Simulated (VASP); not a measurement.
Input of a VASP 6.6.1 run:

Contents of INCAR:

```
PREC     = Accurate       # precision mode
ENCUT    = 600            # plane-wave cutoff, eV
EDIFF    = 1E-7           # SCF threshold, eV
ISMEAR   = 0              # smearing method
SIGMA    = 0.1            # smearing width, eV
LREAL    = False          # projectors in reciprocal space
LASPH    = True           # aspherical terms in the spheres
NELM     = 80             # most SCF steps
ALGO     = Normal         # electronic algorithm
ISIF     = 3              # what is computed and relaxed
LWAVE    = False          # write WAVECAR
LCHARG   = False          # write CHGCAR
GGA      = PE             # functional
IBRION   = 2              # ionic algorithm
NSW      = 90             # ionic steps
EDIFFG   = -0.04          # ionic threshold
```

File KPOINTS:

```
Automatic mesh
0
Gamma
  4 4 6
```

POSCAR

```
ZrH4
1.0
    3.5875699800     -3.5875699800      0.0000000000
    3.5875699800      3.5875699800      0.0000000000
    0.0000000000      0.0000000000      3.2978335800
Zr H
1 4
Direct
    0.0000000000      0.0000000000      0.0000000000
    0.6950000000      0.3050000000      0.0000000000
    0.3050000000      0.6950000000      0.0000000000
    0.8050000000      0.8050000000      0.5000000000
    0.1950000000      0.1950000000      0.5000000000
```

Potentials or basis: VASP PAW PBE potentials, release 64 (Zr_sv, H).

The run is started by

```console
$ cat potpaw_PBE.64/Zr_sv/POTCAR potpaw_PBE.64/H/POTCAR > POTCAR
$ mpirun -np 1 vasp_std > vasp.out
```

Problem. Predict the relaxed volume.

Solution. 7.99 Å³/atom.

Problem. Predict the space group after relaxing (to 0.05 Å).

Solution. Cmmm (No. 65).

Problem. Predict the band gap on the k mesh.

Solution. Zero (band 8 reaches 5.56 eV, above the bottom of band 9 at 3.46 eV).

Problem. What does it give for the relaxed cell?

Solution. a = 3.549 Å, b = 3.549 Å, c = 3.517 Å, α = 90.00°, β = 90.00°, γ = 115.64°.

Stress tensor (GPa, compression positive):
```
 0.67  0.00  0.00
 0.00 -0.04  0.00
 0.00  0.00  0.10
```

Caveat: the volume moved by over 15 % at a fixed basis, so the end points are rough.
